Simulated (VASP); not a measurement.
A run of VASP 6.6.1 is set up as follows.

File INCAR:

```
SYSTEM = La2O3
PREC = Accurate
ENCUT = 520
EDIFF = 1E-7
ISMEAR = -1
SIGMA = 0.05
LREAL = .FALSE.
LASPH = .TRUE.
NELM = 100
ALGO = Normal
ISIF = 2
LWAVE = .FALSE.
LCHARG = .FALSE.
GGA = PS
NBANDS = 28
```

File KPOINTS:

```
regular mesh
0
G
  8 8 5
  0 0 0
```

File POSCAR:

```
La2O3
1.0
    3.8505354057      0.0000000000      0.0000000000
   -1.9252677029      3.3346614796      0.0000000000
    0.0000000000      0.0000000000      5.9871847653
La O
2 3
Direct
    0.3333333333      0.6666666667      0.2462356800
    0.6666666667      0.3333333333      0.7537643200
    0.0000000000      0.0000000000      0.0000000000
    0.3333333333      0.6666666667      0.6458906500
    0.6666666667      0.3333333333      0.3541093500
```

Potentials or basis: VASP PAW PBE potentials, release 64 (La, O).

Launch:

```bash
$ cat potpaw_PBE.64/La/POTCAR potpaw_PBE.64/O/POTCAR > POTCAR
$ mpirun -np 1 vasp_std > vasp.out
```

Task: Predict the band gap on the k mesh.

Result: 3.84 eV, indirect (least direct gap 3.94 eV).

Task: Estimate the pressure.

Result: 5.9 GPa.

Task: Estimate the largest force.

Result: 0.402 eV/Å.

Stress tensor (GPa, compression positive):
```
6.52 0.00 0.00
0.00 6.52 0.00
0.00 0.00 4.62
```

Caveat: the PAW data sets were made with another functional, which shifts forces and pressure a little; spin-orbit coupling is left out, which moves the levels of the heavy elements. A k mesh can miss the band edges.
